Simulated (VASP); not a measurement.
## SnSe: single point with PBE

The system is SnSe.

```
Sn Se
1.0
     0.00000    3.01043    3.01043
     3.01043    0.00000    3.01043
     3.01043    3.01043    0.00000
Sn Se
1 1
Direct
  0.00000 0.00000 0.00000
  0.50000 0.50000 0.50000
```

* Program: VASP 6.6.1
* Task: single point
* Functional: PBE
* Potentials or basis: VASP PAW PBE potentials, release 64 (Sn_d, Se)
* Cutoff: 520 eV
* k mesh: 9 × 9 × 9
* Occupations: fermi-dirac, width 0.05 eV
* Spin: no spin polarisation

```yaml
Pressure: 1.0 GPa
```

Levels at points of the mesh, in eV from the Fermi level:
```csv
k point,band 8,band 9,band 10,band 11,band 12,band 13
"(0.00, 0.00, 0.00)",-2.43,-2.43,-2.43,4.07,4.07,4.07
```

It took 18 s on 1 thread of Intel(R) Xeon(R) Platinum 8488C (Sapphire Rapids), on a shared host, peak memory 0.18 GiB.

Caveat: this odd mesh misses L, where the gap lies, so gap, dielectric constants and Born charges aren't listed; spin-orbit coupling is left out, which moves the levels of the heavy elements.
